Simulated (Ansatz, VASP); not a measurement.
MgB2: VASP beside Ansatz

```xyz
3
Lattice="3.0850 0.0000 0.0000 -1.5425 2.6717 0.0000 0.0000 0.0000 3.5230" Properties=species:S:1:pos:R:3 pbc="T T T"
Mg    0.0000    0.0000    0.0000
B     1.5425    0.8906    1.7615
B     0.0000    1.7811    1.7615
```

Alike in both runs: functional r2SCAN; k mesh 10 × 10 × 8; occupations fermi-dirac, width 0.05 eV; no spin polarisation.

```csv
,VASP,Ansatz
version,VASP 6.6.1,Ansatz 0.2.0
potentials or method,"VASP PAW PBE potentials, release 64 (Mg_sv, B)",Ansatz PAW
plane-wave cutoff (eV),750,500
valence electrons in the cell,16,16
task,single point,band structure
```

```csv
,VASP,Ansatz,Ansatz less VASP
gap on the k mesh at the Fermi level (eV),none,none,-
pressure (GPa),-2.2,-2.1,+0.11
"traceless stress, the component that is largest in VASP (GPa)",0.18,0.10,-0.076
```

VASP's potentials were made for PBE, not for r2SCAN. A gap of «none» marks a metal or a gap that the smearing closes.
